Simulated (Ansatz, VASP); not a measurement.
**AlN: VASP beside Ansatz**

Contents of POSCAR:

```
AlN
1.0
    3.1130000000      0.0000000000      0.0000000000
   -1.5565000000      2.6959370820      0.0000000000
    0.0000000000      0.0000000000      4.9810000000
Al N
2 2
Direct
    0.3333333333      0.6666666667     -0.0009848543
    0.6666666667      0.3333333333      0.4990151457
    0.3333333333      0.6666666667      0.3809848543
    0.6666666667      0.3333333333      0.8809848543
```

Contents of INCAR.step1:

```
ALGO     = Normal         # electronic algorithm
EDIFF    = 1E-4           # SCF threshold, eV
ENCUT    = 520            # plane-wave cutoff, eV
GGA      = PE             # functional
ISMEAR   = -1             # smearing method
LASPH    = T              # aspherical terms in the spheres
LCHARG   = F              # write CHGCAR
LREAL    = F              # projectors in reciprocal space
LWAVE    = T              # write WAVECAR
NBANDS   = 16             # bands
NELM     = 60             # most SCF steps
PREC     = Accurate       # precision mode
SIGMA    = 0.02           # smearing width, eV
```

INCAR.step2

```
ALGO     = Normal         # electronic algorithm
EDIFF    = 1E-8           # SCF threshold, eV
ENCUT    = 520            # plane-wave cutoff, eV
ISIF     = 2              # what is computed and relaxed
ISMEAR   = -1             # smearing method
ISTART   = 1            
LASPH    = T              # aspherical terms in the spheres
LCHARG   = F              # write CHGCAR
LEFG     = T            
LMIXTAU  = T            
LREAL    = F              # projectors in reciprocal space
LWAVE    = F              # write WAVECAR
METAGGA  = R2SCAN         # meta-GGA
NBANDS   = 16             # bands
NELM     = 60             # most SCF steps
PREC     = Accurate       # precision mode
SIGMA    = 0.02           # smearing width, eV
```

The input KPOINTS:

```
k-points
0
Gamma
  11 11 6
```

Input for Ansatz:

```yaml
crystal:
  lattice:
    - [3.113, 0.0, 0.0]
    - [-1.5565, 2.695937082, 0.0]
    - [0.0, 0.0, 4.981]
  atoms:
    - { symbol: Al, position: [0.3333333333, 0.6666666667, -0.0009848543] }
    - { symbol: Al, position: [0.6666666667, 0.3333333333, 0.4990151457] }
    - { symbol: "N", position: [0.3333333333, 0.6666666667, 0.3809848543] }
    - { symbol: "N", position: [0.6666666667, 0.3333333333, 0.8809848543] }
kpoints:
  mp_grid: { grid: [11, 11, 6] }
scf:
  occupations: { method: fermi_dirac, width: 0.02 }
hamiltonian:
  xc: r2scan
  pseudopotentials: { kind: paw }
output:
  forces: true
  stress: true
  populations: true
  efg:
    quadrupole_moments_barn: { Al: 0.1466, "N": 0.02044 }
    contact_densities: true
```

Alike in both runs: task electric field gradients; functional r2SCAN; k mesh 11 × 11 × 6; occupations fermi-dirac, width 0.02 eV; no spin polarisation.

|  | VASP | Ansatz |
| --- | --- | --- |
| version | VASP 6.6.1 | Ansatz 0.2.0 |
| potentials or method | VASP PAW PBE potentials, release 64 (Al, N) | plane-wave PAW, scalar-relativistic |
| plane-wave cutoff (eV) | 520 | 500 |
| valence electrons in the cell | 16 | 16 |

Ansatz gave:

- gap on the k mesh at the Fermi level (eV): 4.83
- pressure (GPa): -1.0
- traceless stress, the component that is largest in VASP (GPa): 0.31
- rms of the force components (eV/Å): 0.004
- size of Vzz on the site where it differs most (V/Å²): 4.9

Task: Estimate VASP's values.

Result: gap on the k mesh at the Fermi level (eV): 4.87; pressure (GPa): -1.4; traceless stress, the component that is largest in VASP (GPa): 0.32; rms of the force components (eV/Å): 0.003; size of Vzz on the site where it differs most (V/Å²): 5.1.

VASP's potentials were made for PBE, not for r2SCAN. Atom by atom the forces differ by 0.001 eV/Å (rms over components).
